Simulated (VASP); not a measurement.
# NaCl in VASP: a series of runs

Runs on NaCl. Level: PBE. Tasks: single point.

All numbers are computed with VASP 6.6.1; they aren't measurements. Logs are shortened: lines on timing, memory, paths and dates and some standing lists are left out, and cuts for length are marked.

## Step 1: The cell of the first run

Symmetry: Pm-3m, No. 221, cubic system. Conventional cell: a = 2.879 Å, b = 2.879 Å, c = 2.879 Å, α = 90.00°, β = 90.00°, γ = 90.00°. Na (site symmetry m-3m) has 8 Cl at 2.49 Å and 6 Na at 2.88 Å within 3.3 Å. Within 3.3 Å of Cl (site symmetry m-3m) lie 8 Na at 2.49 Å and 6 Cl at 2.88 Å.

## Step 2: Single point, PBE (volume scaled by 1.02)

File INCAR:

```
SYSTEM = NaCl
PREC     = Accurate       ! precision mode
ENCUT    = 520            ! plane-wave cutoff, eV
EDIFF    = 1E-6           ! SCF threshold, eV
ISMEAR   = -1             ! smearing method
SIGMA    = 0.03           ! smearing width, eV
LREAL    = .FALSE.        ! projectors in reciprocal space
LASPH    = .TRUE.         ! aspherical terms in the spheres
NELM     = 100            ! most SCF steps
ALGO     = Normal         ! electronic algorithm
ISIF     = 2              ! what is computed and relaxed
LWAVE    = .FALSE.        ! write WAVECAR
LCHARG   = .FALSE.        ! write CHGCAR
GGA      = PE             ! functional
NBANDS   = 14             ! bands
```

File KPOINTS:

```
regular mesh
0
G
  9 9 9
  0 0 0
```

File POSCAR:

```
NaCl
1.0
    2.8789409493      0.0000000000      0.0000000000
    0.0000000000      2.8789409493      0.0000000000
    0.0000000000      0.0000000000      2.8789409493
Na Cl
1 1
Direct
    0.0000000000      0.0000000000      0.0000000000
    0.5000000000      0.5000000000      0.5000000000
```

Potentials or basis: VASP PAW PBE potentials, release 64 (Na_pv, Cl).

The run is started by

```console
> cat potpaw_PBE.64/Na_pv/POTCAR potpaw_PBE.64/Cl/POTCAR > POTCAR
> mpirun -np 1 vasp_std > vasp.out
```

OUTCAR:

```text
SYSTEM = NaCl
   PREC = Accurate
   ENCUT = 520
   EDIFF = 1E-6
   ISMEAR = -1
   LREAL = .FALSE.
   LASPH = .TRUE.
   NELM = 100
   ISIF = 2
   GGA = PE

 ion  position               nearest neighbor table
   1  0.000  0.000  0.000-   2 2.49   2 2.49   2 2.49   2 2.49   2 2.49   2 2.49   2 2.49   2 2.49

   2  0.500  0.500  0.500-   1 2.49   1 2.49   1 2.49   1 2.49   1 2.49   1 2.49   1 2.49   1 2.49

  LATTYP: Found a simple cubic cell.
 ALAT       =     2.8789409493

  Lattice vectors:

 A1 = (   2.8789409493,   0.0000000000,   0.0000000000)
 A2 = (   0.0000000000,   2.8789409493,   0.0000000000)
 A3 = (   0.0000000000,   0.0000000000,   2.8789409493)

Analysis of symmetry for initial positions (statically):
=====================================================================
 Subroutine PRICEL returns:
 Original cell was already a primitive cell.

 Routine SETGRP: Setting up the symmetry group for a
 simple cubic supercell.

 Subroutine GETGRP returns: Found 48 space group operations
 (whereof 48 operations were pure point group operations)
 out of a pool of 48 trial point group operations.

The static configuration has the point symmetry O_h .

Analysis of symmetry for dynamics (positions and initial velocities):
=====================================================================
 Subroutine PRICEL returns:
 Original cell was already a primitive cell.

 Routine SETGRP: Setting up the symmetry group for a
 simple cubic supercell.

 Subroutine GETGRP returns: Found 48 space group operations
 (whereof 48 operations were pure point group operations)
 out of a pool of 48 trial point group operations.

The dynamic configuration has the point symmetry O_h .

 Subroutine INISYM returns: Found 48 space group operations
 (whereof 48 operations are pure point group operations),
 and found     1 'primitive' translations

----------------------------------------------------------------------------------------

                                     Primitive cell

  volume of cell :      23.8615

  direct lattice vectors                    reciprocal lattice vectors
     2.878940949  0.000000000  0.000000000     0.347349952  0.000000000  0.000000000
     0.000000000  2.878940949  0.000000000     0.000000000  0.347349952  0.000000000
     0.000000000  0.000000000  2.878940949     0.000000000  0.000000000  0.347349952

  length of vectors
     2.878940949  2.878940949  2.878940949     0.347349952  0.347349952  0.347349952

  position of ions in fractional coordinates (direct lattice)
     0.000000000  0.000000000  0.000000000
     0.500000000  0.500000000  0.500000000

  ion indices of the primitive-cell ions
   primitive index   ion index
                 1           1
                 2           2

----------------------------------------------------------------------------------------

 KPOINTS: regular mesh

Automatic generation of k-mesh.
 Grid dimensions read from file:
 generate k-points for:    9    9    9

 Generating k-lattice:

  Cartesian coordinates                     Fractional coordinates (reciprocal lattice)
     0.038594439  0.000000000  0.000000000     0.111111111  0.000000000  0.000000000
     0.000000000  0.038594439  0.000000000     0.000000000  0.111111111  0.000000000
     0.000000000  0.000000000  0.038594439     0.000000000  0.000000000  0.111111111

  Length of vectors
     0.038594439  0.038594439  0.038594439

  Shift w.r.t. Gamma in fractional coordinates (k-lattice)
     0.000000000  0.000000000  0.000000000

 Subroutine IBZKPT returns following result:
 ===========================================

 Found     35 irreducible k-points:

 Following reciprocal coordinates:
            Coordinates               Weight
  0.000000  0.000000  0.000000      1.000000
  0.111111  0.000000  0.000000      6.000000
  0.222222  0.000000  0.000000      6.000000
  0.333333  0.000000  0.000000      6.000000
  0.444444  0.000000  0.000000      6.000000
  0.111111  0.111111  0.000000     12.000000
[... 16 lines left out ...]
  0.333333  0.333333  0.111111     24.000000
  0.444444  0.333333  0.111111     48.000000
 [... further k-points ...]
   k-points           NKPTS =     35   k-points in BZ     NKDIM =     35   number of bands    NBANDS=     14
   number of dos      NEDOS =    301   number of ions     NIONS =      2
   total plane-waves  NPLWV =  13824
   dimension x,y,z NGX =    24 NGY =   24 NGZ =   24
   dimension x,y,z NGXF=    48 NGYF=   48 NGZF=   48
   ions per type =               1   1
   NGX,Y,Z   is equivalent  to a cutoff of  13.86, 13.86, 13.86 a.u.
   NGXF,Y,Z  is equivalent  to a cutoff of  27.72, 27.72, 27.72 a.u.
 SYSTEM =  NaCl
   PREC   = accura    normal or accurate (medium, high low for compatibility)
   ISTART =      0    job   : 0-new  1-cont  2-samecut
   ICHARG =      2    charge: 1-file 2-atom 10-const
   ISPIN  =      1    spin polarized calculation?
   LNONCOLLINEAR =      F non collinear calculations
   LSORBIT =      F    spin-orbit coupling
   LASPH  =      T    aspherical Exc in radial PAW
   ENCUT  =  520.0 eV  38.22 Ry    6.18 a.u.   5.35  5.35  5.35*2*pi/ulx,y,z
   NELM   =    100;   NELMIN=  2; NELMDL= -5     # of ELM steps
   EDIFF  = 0.1E-05   stopping-criterion for ELM
   LREAL  =      F    real-space projection
   EDIFFG = 0.1E-04   stopping-criterion for IOM
   NSW    =      0    number of steps for IOM
   IBRION =     -1    ionic relax: 0-MD 1-quasi-New 2-CG
   NFREE  =      0    steps in history (QN), initial steepest desc. (CG)
   ISIF   =      2    stress and relaxation
   ISYM   =      2    0-nonsym 1-usesym 2-fastsym
   POTIM  = 0.5000    time-step for ionic-motion
   TEBEG  =    0.0;   TEEND  =   0.0 temperature during run
   PSTRESS=    0.0 pullay stress
   NELECT =      14.0000    total number of electrons
   NUPDOWN=      -1.0000    fix difference up-down
   EMIN   =  10.00;   EMAX   =-10.00  energy-range for DOS
   EFERMI =   0.00;   METHOD = LEGACY
   ISMEAR =    -1;   SIGMA  =   0.03  broadening in eV -4-tet -1-fermi 0-gaus
   EFERMI_NEDOS =   21; number of points for ismear=-14 and -15
   IALGO  =     38    algorithm
   IMIX   =      4    mixing-type and parameters
     AMIX     =   0.40;   BMIX     =  1.00
     AMIX_MAG =   1.60;   BMIX_MAG =  1.00
  volume/ion in A,a.u.               =      11.93        80.51
  Fermi-wavevector in a.u.,A,eV,Ry     =   1.370518  2.589904 25.556091  1.878320
  Thomas-Fermi vector in A             =   2.496297
   LORBIT       =      0    0 simple, 1 ext, 2 COOP (PROOUT), +10 PAW based schemes
   GGA     = PE    functional components
   LHFCALC =     F    Hartree Fock is set to
   AEXX    =    0.0000 exact exchange contribution
   IVDW    =     0    specifies the selected vdW correction
   LEPSILON=     F    determine dielectric tensor
   LRPA    =     F    only Hartree local field effects (RPA)
 non-spin polarized calculation
  energy-cutoff  :      520.00
  volume of cell :       23.86
 maximum number of plane-waves:       656
 NGX is ok and might be reduce to    24
   NGX = 11   NGY = 11   NGZ = 11

 number of electron      14.0000001 magnetization

 Free energy of the ion-electron system (eV)
  ---------------------------------------------------
  ext. energy  EPLUGINS =         0.00000000
  ---------------------------------------------------
  free energy    TOTEN  =        -4.38306485 eV

  energy without entropy =       -4.38306485  energy(sigma->0) =       -4.38306485

 E-fermi :   7.1546     XC(G=0): -11.2651

 val. band max:        6.4645746176   @ k =   0.4444   0.4444   0.0000
 cond. band min:      11.3007709022   @ k =   0.4444   0.4444   0.0000
 fundamental gap:      4.8361962846
 Fermi energy:         7.1546078822

 k-point     1 :       0.0000    0.0000    0.0000
  band No.  band energies     occupation
      1     -16.1135      2.00000
      2     -16.1135      2.00000
      3     -16.1135      2.00000
      4     -10.2833      2.00000
      5       5.2934      2.00000
      6       5.2934      2.00000
      7       5.2934      2.00000
      8      13.3078      0.00000
      9      13.3078      0.00000
     10      13.7871      0.00000
     11      24.2948      0.00000
     12      24.2948      0.00000
     13      24.2948      0.00000
     14      28.7884      0.00000

 k-point     2 :       0.1111    0.0000    0.0000
  band No.  band energies     occupation
      1     -16.1644      2.00000
      2     -16.1095      2.00000
      3     -16.1095      2.00000
      4     -10.1265      2.00000
      5       4.3659      2.00000
      6       5.3435      2.00000
      7       5.3435      2.00000
      8      13.4997      0.00000
      9      13.7585      0.00000
     10      14.7563      0.00000
     11      23.2649      0.00000
     12      23.2649      0.00000
     13      24.4312      0.00000
     14      27.7861      0.00000

 k-point     3 :       0.2222    0.0000    0.0000
  band No.  band energies     occupation
      1     -16.2882      2.00000
      2     -16.0995      2.00000
      3     -16.0995      2.00000
      4      -9.7055      2.00000
      5       2.5707      2.00000
      6       5.4754      2.00000
      7       5.4754      2.00000
      8      14.0584      0.00000
      9      14.3203      0.00000
     10      17.2922      0.00000
     11      21.5370      0.00000
     12      21.5370      0.00000
     13      24.8089      0.00000
     14      24.9380      0.00000

 k-point     4 :       0.3333    0.0000    0.0000
  band No.  band energies     occupation
      1     -16.4210      2.00000
      2     -16.0881      2.00000
      3     -16.0881      2.00000
      4      -9.1677      2.00000
      5       0.9242      2.00000
      6       5.6345      2.00000
      7       5.6345      2.00000
      8      14.9040      0.00000
      9      15.0436      0.00000
     10      19.5048      0.00000
     11      20.1332      0.00000
     12      20.1332      0.00000
     13      22.4120      0.00000
     14      25.3141      0.00000

 k-point     5 :       0.4444    0.0000    0.0000
  band No.  band energies     occupation
      1     -16.5038      2.00000
      2     -16.0806      2.00000
      3     -16.0806      2.00000
      4      -8.7649      2.00000
      5      -0.0659      2.00000
      6       5.7444      2.00000
      7       5.7444      2.00000
      8      15.6336      0.00000
      9      15.7297      0.00000
     10      19.3686      0.00000
     11      19.3686      0.00000
[... 276 lines left out ...]
 k-point    22 :       0.4444    0.2222    0.1111
  band No.  band energies     occupation
      1     -16.4249      2.00000
      2     -16.1920      2.00000
      3     -16.0998      2.00000
      4      -8.3968      2.00000
      5       0.5891      2.00000
      6       3.6137      2.00000
      7       5.3117      2.00000
      8      14.4364      0.00000
      9      16.9699      0.00000
     10      17.4660      0.00000
     11      19.2228      0.00000
     12      21.1165      0.00000
     13      23.3199      0.00000
     14      26.6193      0.00000

 k-point    23 :       0.3333    0.3333    0.1111
  band No.  band energies     occupation
      1     -16.3362      2.00000
      2     -16.2859      2.00000
      3     -16.0968      2.00000
      4      -8.3716      2.00000
      5       1.8124      2.00000
      6       2.0372      2.00000
      7       5.3897      2.00000
      8      13.5310      0.00000
      9      16.9779      0.00000
     10      18.2646      0.00000
     11      18.9132      0.00000
     12      22.0844      0.00000
     13      22.9791      0.00000
     14      27.1263      0.00000

 k-point    24 :       0.4444    0.3333    0.1111
  band No.  band energies     occupation
      1     -16.3756      2.00000
      2     -16.2825      2.00000
      3     -16.0894      2.00000
      4      -8.1213      2.00000
      5       1.0655      2.00000
      6       2.2357      2.00000
      7       5.5691      2.00000
      8      12.5450      0.00000
      9      17.3682      0.00000
     10      17.7508      0.00000
     11      18.8509      0.00000
     12      22.7056      0.00000
     13      23.6633      0.00000
     14      27.6276      0.00000

 [... further k-points ...]

------------------------ aborting loop because EDIFF is reached ----------------------------------------

  FORCE on cell =-STRESS in cart. coord.  units (eV):
  Direction    XX          YY          ZZ          XY          YZ          ZX
  --------------------------------------------------------------------------------------
  -------------------------------------------------------------------------------------
  Total        8.9684806      8.9684806      8.9684806      0.0000000      0.0000000     -0.0000000
  in kB      602.1867339    602.1867339    602.1867339      0.0000000      0.0000000     -0.0000000
  external PRESSURE =     602.1867339 kB  Pullay stress =       0.0000000 kB

 VOLUME and BASIS-vectors are now :
 -----------------------------------------------------------------------------
  energy-cutoff  :      520.00
  volume of cell :       23.86
      direct lattice vectors                 reciprocal lattice vectors
     2.878940949  0.000000000  0.000000000     0.347349952  0.000000000  0.000000000
     0.000000000  2.878940949  0.000000000     0.000000000  0.347349952  0.000000000
     0.000000000  0.000000000  2.878940949     0.000000000  0.000000000  0.347349952

 POSITION                                       TOTAL-FORCE (eV/Angst)
 -----------------------------------------------------------------------------------
      0.00000      0.00000      0.00000         0.000000      0.000000      0.000000
      1.43947      1.43947      1.43947         0.000000      0.000000      0.000000
 -----------------------------------------------------------------------------------
    total drift:                                0.000000     -0.000000     -0.000000

  FREE ENERGIE OF THE ION-ELECTRON SYSTEM (eV)
  ---------------------------------------------------
  free  energy   TOTEN  =        -4.3830648496 eV

  energy  without entropy=       -4.3830648496  energy(sigma->0) =       -4.38306485
```

Run time: 5.5 s. Hardware: 1 thread of AMD EPYC 9R45 (Zen 5), shared host; peak memory 0.1 GiB.

What came out:

```
Free energy            : -4.3831 eV
Pressure               : 60.2 GPa
Band gap on the k mesh : 4.84 eV, direct
```

 A k mesh can miss the band edges.

## Step 3: Single point, PBE (volume scaled by 1.06)

File INCAR:

```
PREC     = Accurate       # precision mode
ENCUT    = 520            # plane-wave cutoff, eV
EDIFF    = 1E-6           # SCF threshold, eV
ISMEAR   = -1             # smearing method
SIGMA    = 0.03           # smearing width, eV
LREAL    = F              # projectors in reciprocal space
LASPH    = T              # aspherical terms in the spheres
NELM     = 60             # most SCF steps
ALGO     = Normal         # electronic algorithm
ISIF     = 2              # what is computed and relaxed
LWAVE    = F              # write WAVECAR
LCHARG   = F              # write CHGCAR
GGA      = PE             # functional
NBANDS   = 14             # bands
```

File KPOINTS:

```
regular mesh
0
Gamma
  9 9 9
```

File POSCAR:

```
NaCl
1.0
    2.9160926721      0.0000000000      0.0000000000
    0.0000000000      2.9160926721      0.0000000000
    0.0000000000      0.0000000000      2.9160926721
Na Cl
1 1
Direct
    0.0000000000      0.0000000000      0.0000000000
    0.5000000000      0.5000000000      0.5000000000
```

Potentials or basis: VASP PAW PBE potentials, release 64 (Na_pv, Cl).

The run is started by

```console
> cat potpaw_PBE.64/Na_pv/POTCAR potpaw_PBE.64/Cl/POTCAR > POTCAR
> mpirun -np 1 vasp_std > vasp.out
```

Wall time 5.5 s (1 thread of AMD EPYC 9R45 (Zen 5), shared host); peak memory 0.1 GiB.

The run converged. Its results:

* Free energy: -4.7093 eV
* Pressure: 51.5 GPa
* Band gap on the k mesh: 4.96 eV, direct

Levels at points of the mesh, in eV from the valence-band top:
```csv
k point,band 4,band 5,band 6,band 7,band 8,band 9,band 10,band 11
"(0.00, 0.00, 0.00)",-16.42,-1.11,-1.11,-1.11,7.00,7.04,7.04,17.72
```

 A k mesh can miss the band edges.

## Step 4: Single point, PBE (equal xy, yz and zx shear strains of +3 %)

File INCAR:

```
ALGO     = Normal         # electronic algorithm
EDIFF    = 1E-6           # SCF threshold, eV
ENCUT    = 520            # plane-wave cutoff, eV
GGA      = PE             # functional
ISIF     = 2              # what is computed and relaxed
ISMEAR   = -1             # smearing method
LASPH    = True           # aspherical terms in the spheres
LCHARG   = False          # write CHGCAR
LREAL    = False          # projectors in reciprocal space
LWAVE    = False          # write WAVECAR
NBANDS   = 14             # bands
NELM     = 80             # most SCF steps
PREC     = Accurate       # precision mode
SIGMA    = 0.03           # smearing width, eV
```

File KPOINTS:

```
k-points
0
Gamma
  9 9 9
```

File POSCAR:

```
NaCl
1.0
    2.8600000000      0.0429000000      0.0429000000
    0.0429000000      2.8600000000      0.0429000000
    0.0429000000      0.0429000000      2.8600000000
Na Cl
1 1
Direct
    0.0000000000      0.0000000000      0.0000000000
    0.5000000000      0.5000000000      0.5000000000
```

The run is started by

```console
> cat potpaw_PBE.64/Na_pv/POTCAR potpaw_PBE.64/Cl/POTCAR > POTCAR
> mpirun -np 1 vasp_std > vasp.out
```

It took 10 s on 1 thread of Intel Xeon Platinum 8488C (Sapphire Rapids), shared host; peak memory 0.15 GiB.

The run converged. Its results:

```yaml
Free_energy: -4.1808 eV
Pressure: 65.6 GPa
Band_gap_on_the_k_mesh: 4.77 eV, direct
```

Stress tensor (GPa, compression positive):
```
65.58 -1.83 -1.83
-1.83 65.58 -1.83
-1.83 -1.83 65.58
```

Levels at points of the mesh, in eV from the valence-band top:
| k point | band 3 | band 4 | band 5 | band 6 | band 7 | band 8 | band 9 | band 10 | band 11 | band 12 |
| --- | --- | --- | --- | --- | --- | --- | --- | --- | --- | --- |
| (0.00, 0.00, 0.00) | -22.62 | -16.91 | -1.25 | -1.25 | -1.07 | 6.76 | 6.76 | 7.51 | 17.64 | 17.64 |

Caveat: the cell differs from its parent crystal (equal xy, yz and zx shear strains of +3 %).

## Step 5: Summary

```tsv
cell	gap on the mesh (eV)	pressure (GPa)
a = 2.879 Å, 2 atoms	4.84	60.2
a = 2.916 Å, 2 atoms	4.96	51.5
a = 2.861 Å, angles 88.3°, 2 atoms	4.77	65.6
```

Alike in all rows: task single point; level PBE; potentials or basis VASP PAW PBE potentials, release 64 (Na_pv, Cl); no spin polarisation; k mesh 9 × 9 × 9; cutoff (eV) 520; smearing fermi-dirac 0.03 eV.

Absolute energies hang on the potentials; compare differences alone.
